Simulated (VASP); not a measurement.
# TaN (P6/mmm) in VASP: further runs, part 3 of 3

VASP 6.6.1.

### Step 6. Electric field gradients, LDA (equal xx and yy strain of -1 %)

File INCAR:

```
SYSTEM = TaN
ALGO = Normal ; EDIFF = 1E-8
ENCUT = 520 ; GGA = CA
ISIF = 2 ; ISMEAR = -1
LASPH = .True. ; LCHARG = .False.
LEFG = .True. ; LREAL = .False.
LWAVE = .False. ; NBANDS = 33
NELM = 80 ; PREC = Accurate
SIGMA = 0.03
```

File KPOINTS:

```
k-points
0
Gamma
  5 5 8
  0 0 0
```

File POSCAR:

```
TaN
1.0
    5.1331492632      0.0000000000      0.0000000000
   -2.5665746316      4.4454376634      0.0000000000
    0.0000000000      0.0000000000      2.9080000000
Ta N
3 3
Direct
    0.0000000000      0.0000000000      0.0000000000
    0.3333333333      0.6666666667      0.5000000000
    0.6666666667      0.3333333333      0.5000000000
    0.5000000000      0.0000000000      0.0000000000
    0.5000000000      0.5000000000      0.0000000000
    0.0000000000      0.5000000000      0.0000000000
```

Potentials or basis: VASP PAW LDA potentials, release 64 (Ta_pv, N).

Started as:

```sh
$ cat potpaw_LDA.64/Ta_pv/POTCAR potpaw_LDA.64/N/POTCAR > POTCAR
$ mpirun -np 1 vasp_std > vasp.out
```

OUTCAR:

```text
SYSTEM = TaN
   EDIFF = 1E-8
   ENCUT = 520
   GGA = CA
   ISIF = 2
   ISMEAR = -1
   LASPH = .True.
   LREAL = .False.
   NELM = 80
   PREC = Accurate

 ion  position               nearest neighbor table
   1  0.000  0.000  0.000-   4 2.57   4 2.57   6 2.57   6 2.57   5 2.57   5 2.57   3 3.30   3 3.30
                             2 3.30   2 3.30   2 3.30   3 3.30   2 3.30   3 3.30   2 3.30   3 3.30
   2  0.333  0.667  0.500-   6 2.08   6 2.08   4 2.08   4 2.08   5 2.08   5 2.08   3 2.96   3 2.96
                             3 2.96   1 3.30   1 3.30   1 3.30   1 3.30   1 3.30   1 3.30
   3  0.667  0.333  0.500-   6 2.08   6 2.08   4 2.08   4 2.08   5 2.08   5 2.08   2 2.96   2 2.96
                             2 2.96   1 3.30   1 3.30   1 3.30   1 3.30   1 3.30   1 3.30
   4  0.500  0.000  0.000-   2 2.08   3 2.08   2 2.08   3 2.08   1 2.57   1 2.57
   5  0.500  0.500  0.000-   2 2.08   3 2.08   2 2.08   3 2.08   1 2.57   1 2.57
   6  0.000  0.500  0.000-   2 2.08   3 2.08   2 2.08   3 2.08   1 2.57   1 2.57

  LATTYP: Found a hexagonal cell.
 ALAT       =     5.1331492632
 C/A-ratio  =     0.5665138204

  Lattice vectors:

 A1 = (   5.1331492632,   0.0000000000,   0.0000000000)
 A2 = (  -2.5665746316,   4.4454376634,   0.0000000000)
 A3 = (   0.0000000000,   0.0000000000,   2.9080000000)

Analysis of symmetry for initial positions (statically):
=====================================================================
 Subroutine PRICEL returns:
 Original cell was already a primitive cell.

 Routine SETGRP: Setting up the symmetry group for a
 hexagonal supercell.

 Subroutine GETGRP returns: Found 24 space group operations
 (whereof 24 operations were pure point group operations)
 out of a pool of 24 trial point group operations.

The static configuration has the point symmetry D_6h.

Analysis of symmetry for dynamics (positions and initial velocities):
=====================================================================
 Subroutine PRICEL returns:
 Original cell was already a primitive cell.

 Routine SETGRP: Setting up the symmetry group for a
 hexagonal supercell.

 Subroutine GETGRP returns: Found 24 space group operations
 (whereof 24 operations were pure point group operations)
 out of a pool of 24 trial point group operations.

The dynamic configuration has the point symmetry D_6h.

 Subroutine INISYM returns: Found 24 space group operations
 (whereof 24 operations are pure point group operations),
 and found     1 'primitive' translations

----------------------------------------------------------------------------------------

                                     Primitive cell

  volume of cell :      66.3579

  direct lattice vectors                    reciprocal lattice vectors
     5.133149263  0.000000000  0.000000000     0.194812180  0.112474865  0.000000000
    -2.566574632  4.445437663  0.000000000     0.000000000  0.224949730  0.000000000
     0.000000000  0.000000000  2.908000000     0.000000000  0.000000000  0.343878955

  length of vectors
     5.133149263  5.133149263  2.908000000     0.224949730  0.224949730  0.343878955

  position of ions in fractional coordinates (direct lattice)
     0.000000000  0.000000000  0.000000000
     0.333333333  0.666666667  0.500000000
     0.666666667  0.333333333  0.500000000
     0.500000000  0.000000000  0.000000000
     0.500000000  0.500000000  0.000000000
     0.000000000  0.500000000  0.000000000
[... 110 lines left out ...]
   LRPA    =     F    only Hartree local field effects (RPA)
 non-spin polarized calculation
  energy-cutoff  :      520.00
  volume of cell :       66.36
 maximum number of plane-waves:      1822
 NGX is ok and might be reduce to    40
   NGX = 19   NGY = 19   NGZ = 11

 number of electron      48.0000002 magnetization

 Free energy of the ion-electron system (eV)
  ---------------------------------------------------
  ext. energy  EPLUGINS =         0.00000000
  ---------------------------------------------------
  free energy    TOTEN  =       -71.33880457 eV

  energy without entropy =      -71.33579442  energy(sigma->0) =      -71.33729950

 E-fermi :   8.2943     XC(G=0): -13.3976

 val. band max:        8.2470627195   @ k =   0.0000   0.0000   0.3750
 cond. band min:       8.3485944808   @ k =   0.2000  -0.0000   0.2500
 fundamental gap:      0.1015317613
 Fermi energy:         8.2942519518

 k-point     1 :       0.0000    0.0000    0.0000
  band No.  band energies     occupation
      1     -27.7041      2.00000
      2     -27.7041      2.00000
      3     -27.2842      2.00000
      4     -27.2842      2.00000
      5     -27.0719      2.00000
      6     -26.9379      2.00000
[... 853 lines left out ...]
     32      12.3492      0.00000
     33      13.8521      0.00000

 [... further k-points ...]

------------------------ aborting loop because EDIFF is reached ----------------------------------------

  FORCE on cell =-STRESS in cart. coord.  units (eV):
  Direction    XX          YY          ZZ          XY          YZ          ZX
  --------------------------------------------------------------------------------------
  -------------------------------------------------------------------------------------
  Total        1.7437513      1.7437513      0.2302187      0.0000000     -0.0000000      0.0000000
  in kB       42.1019591     42.1019591      5.5585105      0.0000000     -0.0000000      0.0000000
  external PRESSURE =      29.9208095 kB  Pullay stress =       0.0000000 kB

 VOLUME and BASIS-vectors are now :
 -----------------------------------------------------------------------------
  energy-cutoff  :      520.00
  volume of cell :       66.36
      direct lattice vectors                 reciprocal lattice vectors
     5.133149263  0.000000000  0.000000000     0.194812180  0.112474865  0.000000000
    -2.566574632  4.445437663  0.000000000     0.000000000  0.224949730  0.000000000
     0.000000000  0.000000000  2.908000000     0.000000000  0.000000000  0.343878955

 POSITION                                       TOTAL-FORCE (eV/Angst)
 -----------------------------------------------------------------------------------
      0.00000      0.00000      0.00000         0.000000     -0.000000      0.000000
     -0.00000      2.96363      1.45400        -0.000000      0.000000     -0.000000
      2.56657      1.48181      1.45400         0.000000     -0.000000      0.000000
      2.56657      0.00000      0.00000         0.000000     -0.000000      0.000000
      1.28329      2.22272      0.00000         0.000000     -0.000000      0.000000
     -1.28329      2.22272      0.00000        -0.000000     -0.000000      0.000000
 -----------------------------------------------------------------------------------
    total drift:                               -0.000000      0.000000     -0.000000

  FREE ENERGIE OF THE ION-ELECTRON SYSTEM (eV)
  ---------------------------------------------------
  free  energy   TOTEN  =       -71.3388045739 eV

  energy  without entropy=      -71.3357944164  energy(sigma->0) =      -71.33729950

 Electric field gradients (V/A^2)
---------------------------------------------------------------------
 ion       V_xx      V_yy      V_zz      V_xy      V_xz      V_yz
---------------------------------------------------------------------
   1     169.625   169.624  -339.249    -0.001     0.000     0.000
   2     191.648   191.648  -383.296     0.000     0.000     0.000
   3     191.648   191.648  -383.296     0.000     0.000     0.000
   4      34.360   -30.275    -4.085     0.001     0.000     0.000
   5     -14.117    18.202    -4.085    27.989     0.000    -0.000
   6     -14.117    18.202    -4.085   -27.988    -0.000     0.000
---------------------------------------------------------------------

 Electric field gradients after diagonalization (V/A^2)
 (convention: |V_zz| > |V_xx| > |V_yy|)
----------------------------------------------------------------------
 ion       V_xx      V_yy      V_zz     asymmetry (V_yy - V_xx)/ V_zz
----------------------------------------------------------------------
   1     169.626   169.623  -339.249       0.000
   2     191.648   191.648  -383.296       0.000
   3     191.648   191.648  -383.296       0.000
   4     -30.275    -4.085    34.360       0.762
   5     -30.276    -4.085    34.361       0.762
   6     -30.275    -4.085    34.360       0.762
----------------------------------------------------------------------

           NMR quadrupolar parameters

 Cq : quadrupolar parameter    Cq=e*Q*V_zz/h
 eta: asymmetry parameters     (V_yy - V_xx)/ V_zz
 Q  : nuclear electric quadrupole moment in mb (millibarn)
----------------------------------------------------------------------
 ion       Cq(MHz)       eta       Q (mb)
----------------------------------------------------------------------
   1      -0.820       0.000       1.000
   2      -0.927       0.000       1.000
   3      -0.927       0.000       1.000
   4       0.083       0.762       1.000
   5       0.083       0.762       1.000
   6       0.083       0.762       1.000
----------------------------------------------------------------------
```

Wall time 92 s (1 thread of AMD EPYC 7R13, shared host); peak memory 0.16 GiB.

What came out:

| Item | Value |
| --- | --- |
| Free energy | -71.3388 eV |
| Pressure | 3.0 GPa |
| Band gap on the k mesh | zero (bands 24 and 25 overlap by 2.19 eV) |
| Largest electric field gradient by atom | Ta -339.2, -383.3 (each value once); N +34.4 V/Å² |

Electric field gradients, principal values (V/Å²):
```csv
atom,least,middle,greatest (by size)
1 Ta,169.623,169.626,-339.249
2 Ta,191.648,191.648,-383.296
3 Ta,191.648,191.648,-383.296
4 N,-4.085,-30.275,34.360
5 N,-4.085,-30.276,34.361
6 N,-4.085,-30.275,34.360
```

Caveat: the cell differs from its parent crystal (equal xx and yy strain of -1 %); without QUAD_EFG the Cq values of the log hold for a quadrupole moment of 1 mb, not for the nuclei; spin-orbit coupling is left out, which moves the levels of the heavy elements.

### Step 7. Overview

```csv
cell,gap on the mesh (eV),pressure (GPa)
"a = 5.029, b = 5.029, c = 2.908 Å, angles 90.0, 90.0, 120.0°, 6 atoms",none,16.8
"a = 5.081, b = 5.081, c = 2.908 Å, angles 90.0, 90.0, 120.0°, 6 atoms",none,9.6
"a = 5.133, b = 5.133, c = 2.908 Å, angles 90.0, 90.0, 120.0°, 6 atoms",none,3.0
```

Alike in all rows: task electric field gradients; level LDA; potentials or basis VASP PAW LDA potentials, release 64 (Ta_pv, N); no spin polarisation; k mesh 5 × 5 × 8; cutoff (eV) 520; smearing fermi-dirac 0.03 eV.

Caveats: spin-orbit coupling is left out, which moves the levels of the heavy elements; the stress differs along the axes, from 11 to 19 GPa (at least some runs); the stress differs along the axes, from 6 to 11 GPa (at least some runs).

Absolute energies hang on the potentials; compare differences alone.

The gap in the log of VASP goes by the Fermi energy; the results here count the filled bands.